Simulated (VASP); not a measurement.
A run of VASP 6.6.1 is set up as follows.

File INCAR:

```
SYSTEM = PtSe2
  PREC = Accurate
  ENCUT = 520
  EDIFF = 1E-6
  ISMEAR = 0
  SIGMA = 0.15
  LREAL = .FALSE.
  LASPH = .TRUE.
  NELM = 80
  ALGO = Normal
  ISIF = 2
  LWAVE = .FALSE.
  LCHARG = .TRUE.
  GGA = PS
  LELF = .TRUE.
  LVHAR = .TRUE.
  NBANDS = 18
```

The input KPOINTS:

```
Automatic mesh
0
G
  12 12 10
  0 0 0
```

POSCAR

```
PtSe2
1.0
    3.7607249071      0.0000000000      0.0000000000
   -1.8803624535      3.2568833062      0.0000000000
    0.0000000000      0.0000000000      4.6444613461
Pt Se
1 2
Direct
    0.0000000000      0.0000000000      0.0000000000
    0.3333333333      0.6666666667      0.2606754608
    0.6666666667      0.3333333333      0.7393245392
```

Potentials or basis: VASP PAW PBE potentials, release 64 (Pt, Se).

Launch:

```bash
$ cat potpaw_PBE.64/Pt/POTCAR potpaw_PBE.64/Se/POTCAR > POTCAR
$ mpirun -np 1 vasp_std > vasp.out
```

Problem. What does it give for the largest force?

Solution. 0.579 eV/Å.

Problem. What does it give for the band gap on the k mesh?

Solution. Zero (bands 11 and 12 overlap by 0.93 eV).

Problem. What does it give for the pressure?

Solution. 5.2 GPa.

Stress tensor (GPa, compression positive):
```
4.88 0.00 0.00
0.00 4.88 0.00
0.00 0.00 5.82
```

Caveat: the cell differs from its parent crystal (strain -0.0450 x Voigt [0, 0, 1, 0, 0, 0]); the cell stands under pressure; the PAW data sets were made with another functional, which shifts forces and pressure a little; spin-orbit coupling is left out, which moves the levels of the heavy elements.
